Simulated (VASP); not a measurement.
# LiGeN: single point with PBE

LiGeN:

```
CELL_PARAMETERS angstrom
2.98491 0.00000 0.00000
-1.49246 2.58501 0.00000
0.00000 0.00000 9.33467
ATOMIC_POSITIONS crystal
Li 0.66667 0.33333 0.74164
Li 0.33333 0.66667 0.24164
Ge 0.00000 0.00000 0.49860
Ge 0.00000 0.00000 0.99860
N 0.33333 0.66667 0.60440
N 0.66667 0.33333 0.10440
```

```json
{
 "Program": "VASP 6.6.1",
 "Task": "single point",
 "Functional": "PBE",
 "Potentials or basis": "VASP PAW PBE potentials, release 64 (Li_sv, Ge_d, N)",
 "Cutoff": "520 eV",
 "k mesh": "9 × 9 × 2",
 "Occupations": "gaussian, width 0.01 eV",
 "Spin": "no spin polarisation"
}
```

```json
{"Largest force": "0.290 eV/Å", "Band gap on the k mesh": "1.69 eV (least direct gap 2.46 eV)"}
```

Forces on the atoms (eV/Å):
```
Li   0.000  0.000  0.092
Li   0.000  0.000  0.092
Ge   0.000  0.000 -0.290
Ge   0.000  0.000 -0.290
N    0.000  0.000  0.198
N    0.000  0.000  0.198
```

Levels at points of the mesh, in eV from the valence-band top:
| k point | band 20 | band 21 | band 22 | band 23 | band 24 | band 25 |
| --- | --- | --- | --- | --- | --- | --- |
| (0.00, 0.00, 0.00) | -1.14 | -1.14 | -0.28 | 2.78 | 3.71 | 7.26 |
| (0.00, 0.00, 0.50) | -1.14 | -1.14 | -1.14 | 3.38 | 3.38 | 7.54 |

Run time: 33 s on 1 thread of Intel(R) Xeon(R) 6975P-C (Granite Rapids) (shared host), peak memory 0.21 GiB.

 A k mesh can miss the band edges.
